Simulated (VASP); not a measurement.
Hg, 2 atoms in the cell. It takes space group P6_3/mmc (No. 194, hexagonal). The conventional cell has a = 3.464 Å, b = 3.464 Å, c = 5.603 Å, α = 90.00°, β = 90.00°, γ = 120.00°. Within 4.5 Å of Hg (site symmetry -6m2) lie 12 Hg at 3.44 to 3.46 Å. 

```yaml
Program: VASP 6.6.1
Task: single point
Functional: PBE
Dispersion: D3(BJ)
Potentials_or_basis: VASP PAW PBE potentials, release 64 (Hg)
Cutoff: 520 eV
k_mesh: 15 × 15 × 8
Occupations: gaussian, width 0.15 eV
Spin: no spin polarisation
Dipole_correction: no
Further_INCAR_settings: ALGO = Fast; EDIFF = 1e-06; NBANDS = 19
```

Potentials or basis: VASP PAW PBE potentials, release 64 (Hg).

Command:

```bash
$ cat potpaw_PBE.64/Hg/POTCAR > POTCAR
$ mpirun -np 1 vasp_std > vasp.out
```

Hardware: 1 thread of Intel Xeon 8259CL (shared host).

Problem. How long does it take, and how much memory?

Solution. It took 2.7 min on 1 thread of Intel Xeon 8259CL, on a shared host, peak memory 0.27 GiB. Counts: scf iterations 11, k points 135.
